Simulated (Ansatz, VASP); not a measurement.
## Two plane-wave programs on InAs

File INCAR:

```
  PREC = Accurate
  ENCUT = 520
  EDIFF = 1E-6
  ISMEAR = 0
  SIGMA = 0.1
  LREAL = F
  LASPH = T
  NELM = 80
  ALGO = Normal
  ISIF = 2
  LWAVE = F
  LCHARG = T
  GGA = PS
  LELF = T
  LVHAR = T
  NBANDS = 16
```

KPOINTS

```
Automatic mesh
0
Gamma
  12 12 12
```

Contents of POSCAR:

```
InAs
1.0
    0.0000000000      2.9169108103      2.9169108103
    2.9169108103      0.0000000000      2.9169108103
    2.9169108103      2.9169108103      0.0000000000
In As
1 1
Direct
    0.0000000000      0.0000000000      0.0000000000
    0.2500000000      0.2500000000      0.2500000000
```

Input for Ansatz:

```yaml
crystal:
  lattice:
    - [0.0, 2.9169108103, 2.9169108103]
    - [2.9169108103, 0.0, 2.9169108103]
    - [2.9169108103, 2.9169108103, 0.0]
  atoms:
    - { symbol: In, position: [0.0, 0.0, 0.0] }
    - { symbol: As, position: [0.25, 0.25, 0.25] }
basis:
  ecutwfc: 420
kpoints:
  mp_grid: { grid: [12, 12, 12] }
hamiltonian:
  xc: pbesol
scf:
  occupations: { method: gaussian, width: 0.1 }
output:
  forces: true
  stress: true
  eigenvalues: true
```

Alike in both runs: task single point; functional PBEsol; k mesh 12 × 12 × 12; occupations gaussian, width 0.1 eV; no spin polarisation.

```csv
,VASP,Ansatz
version,VASP 6.6.1,Ansatz 0.2.0
potentials or method,"VASP PAW PBE potentials, release 64 (In_d, As), cutoff 520 eV","scalar-relativistic, plane waves, PAW"
valence electrons in the cell,18,28
```

Ansatz gave:

| Quantity | Value |
| --- | --- |
| gap on the k mesh at the Fermi level (eV) | 0.25 |
| least direct gap on the mesh (eV) | 0.25 |
| pressure (GPa) | 9.6 |

**Question.** What did VASP give for the same quantities?

**Answer.** gap on the k mesh at the Fermi level (eV): 0.26; least direct gap on the mesh (eV): 0.26; pressure (GPa): 9.7.

VASP's potentials were made for PBE, not for PBEsol. VASP's potentials hold 18 valence electrons a cell and Ansatz's 28, so a difference there can come from the potentials and not from the codes.
